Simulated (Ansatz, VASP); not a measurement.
# Two plane-wave programs on AlRu

Contents of INCAR:

```
SYSTEM = AlRu
ALGO     = Fast           ! electronic algorithm
EDIFF    = 1E-6           ! SCF threshold, eV
ENCUT    = 520            ! plane-wave cutoff, eV
GGA      = PS             ! functional
ISIF     = 2              ! what is computed and relaxed
ISMEAR   = 0              ! smearing method
LASPH    = .True.         ! aspherical terms in the spheres
LCHARG   = .True.         ! write CHGCAR
LELF     = .True.         ! ELF
LREAL    = .False.        ! projectors in reciprocal space
LVHAR    = .True.       
LWAVE    = .False.        ! write WAVECAR
NBANDS   = 16             ! bands
NELM     = 80             ! most SCF steps
PREC     = Accurate       ! precision mode
SIGMA    = 0.15           ! smearing width, eV
```

KPOINTS

```
k-points
0
Gamma
  16 16 16
  0 0 0
```

POSCAR

```
AlRu
1.0
    2.9916000000      0.0000000000      0.0000000000
    0.0000000000      2.9916000000      0.0000000000
    0.0000000000      0.0000000000      3.0813480000
Al Ru
1 1
Direct
    0.0000000000      0.0000000000      0.0000000000
    0.5000000000      0.5000000000      0.5000000000
```

Input for Ansatz:

```yaml
crystal:
  lattice:
    - [2.9916, 0.0, 0.0]
    - [0.0, 2.9916, 0.0]
    - [0.0, 0.0, 3.081348]
  atoms:
    - { symbol: Al, position: [0.0, 0.0, 0.0] }
    - { symbol: Ru, position: [0.5, 0.5, 0.5] }
basis:
  ecutwfc: 420
kpoints:
  mp_grid: { grid: [16, 16, 16] }
hamiltonian:
  xc: pbesol
scf:
  occupations: { method: gaussian, width: 0.15 }
output:
  forces: true
  stress: true
  eigenvalues: true
```

Change from the starting cell: strain +0.0300 x Voigt [0, 0, 1, 0, 0, 0], atoms carried along.

Alike in both runs: task single point; functional PBEsol; k mesh 16 × 16 × 16; occupations gaussian, width 0.15 eV; no spin polarisation.

```csv
,VASP,Ansatz
version,VASP 6.6.1,Ansatz 0.2.0
potentials or method,"VASP PAW PBE potentials, release 64 (Al, Ru_pv), cutoff 520 eV","scalar-relativistic, plane waves, PAW"
valence electrons in the cell,17,19
```

```tsv
	VASP	Ansatz	Ansatz less VASP
gap on the k mesh at the Fermi level (eV)	none	none	-
pressure (GPa)	-8.9	-8.8	+0.04
traceless stress, the component that is largest in VASP (GPa)	-2.99	-2.98	+0.016
```

VASP's potentials were made for PBE, not for PBEsol. A gap of «none» marks a metal or a gap that the smearing closes. VASP's potentials hold 17 valence electrons a cell and Ansatz's 19, so a difference there can come from the potentials and not from the codes.
